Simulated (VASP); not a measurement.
Write the native input for VASP 6.6.1 that does the following.

```yaml
Task: electric field gradients
Functional: LDA
Potentials_or_basis: VASP PAW LDA potentials, release 64 (Sr_sv, Cl)
Cutoff: 520 eV
k_mesh: 8 × 8 × 8
Occupations: fermi-dirac, width 0.01 eV
Spin: no spin polarisation
Dipole_correction: no
Further_INCAR_settings: ALGO = Normal; EDIFF = 1e-08; NBANDS = 19
```

The structure of SrCl2 lies in POSCAR:

```
SrCl2
1.0
    0.0000000000      3.4738427223      3.4738427223
    3.4738427223      0.0000000000      3.4738427223
    3.4738427223      3.4738427223      0.0000000000
Sr Cl
1 2
Direct
    0.0000000000      0.0000000000      0.0000000000
    0.2500000000      0.2500000000      0.2500000000
    0.7500000000      0.7500000000      0.7500000000
```

This cell differs from its parent crystal: volume scaled by 0.99.

These files were run (other wordings do the same):

INCAR

```
ALGO = Normal
EDIFF = 1E-8
ENCUT = 520
ISIF = 2
ISMEAR = -1
LASPH = T
LCHARG = F
LEFG = T
LREAL = F
LWAVE = F
NBANDS = 19
NELM = 80
PREC = Accurate
SIGMA = 0.01
```

KPOINTS

```
k-points
0
Gamma
  8 8 8
```

Potentials or basis: VASP PAW LDA potentials, release 64 (Sr_sv, Cl).

Launch:

```sh
$ cat potpaw_LDA.64/Sr_sv/POTCAR potpaw_LDA.64/Cl/POTCAR > POTCAR
$ mpirun -np 1 vasp_std > vasp.out
```

Results of the run:

```
Pressure               : -2.3 GPa
Band gap on the k mesh : 4.93 eV, indirect (least direct gap 5.14 eV)
```

Caveat: without QUAD_EFG the Cq values of the log hold for a quadrupole moment of 1 mb, not for the nuclei.

Wall time 45 s on 1 thread of Intel(R) Xeon(R) Platinum 8488C (Sapphire Rapids), on a shared host, peak memory 0.21 GiB.
